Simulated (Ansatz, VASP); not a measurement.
## Ga2Sb3: VASP beside Ansatz

```
Ga Sb
1.0
     2.11740    1.22248    8.50534
    -2.11740    1.22248    8.50534
     0.00000   -2.44497    8.50534
Ga Sb
2 3
Direct
  0.39181 0.39181 0.39181
  0.60819 0.60819 0.60819
  0.00000 0.00000 0.00000
  0.19961 0.19961 0.19961
  0.80039 0.80039 0.80039
```

Alike in both runs: functional PBE; k mesh 6 × 6 × 6; occupations gaussian, width 0.1 eV; no spin polarisation.

Ansatz relaxed the structure, and its values are those at the end. VASP's run is a single point on that final structure, the one shown.

```csv
,VASP,Ansatz
version,VASP 6.6.1,Ansatz 0.2.0
potentials or method,"VASP PAW PBE potentials, release 64 (Ga_d, Sb), cutoff 520 eV","scalar-relativistic, plane waves, PAW"
valence electrons in the cell,41,71
```

|  | VASP | Ansatz | Ansatz less VASP |
| --- | --- | --- | --- |
| gap on the k mesh at the Fermi level (eV) | none | none | - |
| pressure (GPa) | 0.1 | 0.0 | -0.04 |
| rms of the force components (eV/Å) | 0.008 | 0.004 | -0.0037 |

A gap of «none» marks a metal or a gap that the smearing closes. With one functional, cell and mesh, what is left measures potentials, basis and numerics. VASP's potentials hold 41 valence electrons a cell and Ansatz's 71, so a difference there can come from the potentials and not from the codes.

Spin-orbit coupling is off throughout.
